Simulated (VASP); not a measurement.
Wanted: the native input for a VASP 6.6.1 run.

```
Task                   : relaxation of shape and atoms at fixed volume
Functional             : PBE
Potentials or basis    : VASP PAW PBE potentials, release 64 (Ca_sv, F)
Cutoff                 : 600 eV
k mesh                 : 12 × 12 × 8
Occupations            : gaussian, width 0.1 eV
Spin                   : no spin polarisation
Dipole correction      : no
Further INCAR settings : ALGO = Normal; EDIFF = 1e-07; IBRION = 2; EDIFFG = -0.01; NSW = 50; ISIF = 4
```

The structure of CaF lies in POSCAR:

```
CaF
1.0
    4.0158153223      0.0000000000      0.0000000000
    0.0000000000      4.0158153223      0.0000000000
    0.0000000000      0.0000000000      5.8159901325
Ca F
2 2
Direct
    0.5000000000      0.0000000000      0.7758504924
    0.0000000000      0.5000000000      0.2241495076
    0.0000000000      0.0000000000      0.0000000000
    0.5000000000      0.5000000000      0.0000000000
```

The input as run:

INCAR

```
SYSTEM = CaF
ALGO = Normal
EDIFF = 1E-7
EDIFFG = -0.01
ENCUT = 600
GGA = PE
GGA_COMPAT = .False.
IBRION = 2
ISIF = 4
ISMEAR = 0
LASPH = .True.
LCHARG = .False.
LREAL = .False.
LWAVE = .False.
NELM = 120
NELMIN = 4
NSW = 50
PREC = Accurate
SIGMA = 0.1
```

KPOINTS

```
k-points
0
Gamma
  12 12 8
  0 0 0
```

Potentials or basis: VASP PAW PBE potentials, release 64 (Ca_sv, F).

The run is started by

```sh
$ cat potpaw_PBE.64/Ca_sv/POTCAR potpaw_PBE.64/F/POTCAR > POTCAR
$ mpirun -np 1 vasp_std > vasp.out
```

Results of the run:

```
Energy gained by relaxing : 0.2 meV/atom
Ionic steps               : 3
Pressure after relaxing   : -1.9 GPa
Band gap on the k mesh    : zero (bands 17 and 18 overlap by 1.30 eV)
```

Wall time 9.6 min on 1 thread of Intel(R) Xeon(R) 6975P-C (Granite Rapids) (shared host), peak memory 0.44 GiB.
